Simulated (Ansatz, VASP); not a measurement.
# One calculation of Ag, two programs

```
Ag
1.0
     0.00000    2.00175    2.00175
     2.00175    0.00000    2.00175
     2.00175    2.00175    0.00000
Ag
1
Direct
  0.00000 0.00000 0.00000
```

Change from the starting cell: volume scaled by 0.9405, PAW files.

Alike in both runs: task electric field gradients; functional LDA; k mesh 15 × 15 × 15; occupations fermi-dirac, width 0.05 eV; no spin polarisation.

|  | VASP | Ansatz |
| --- | --- | --- |
| version | VASP 6.6.1 | Ansatz 0.2.0 |
| potentials or method | VASP PAW LDA potentials, release 64 (Ag) | PAW with Ansatz's default frozen-core files, scalar-relativistic |
| plane-wave cutoff (eV) | 520 | 420 |
| valence electrons in the cell | 11 | 19 |

```tsv
	VASP	Ansatz	Ansatz less VASP
pressure (GPa)	-0.3	-0.4	-0.15
```

LDA's correlation is that of Perdew and Zunger in VASP and of Perdew and Wang (1992) in Ansatz. VASP's potentials hold 11 valence electrons a cell and Ansatz's 19, so a difference there can come from the potentials and not from the codes.
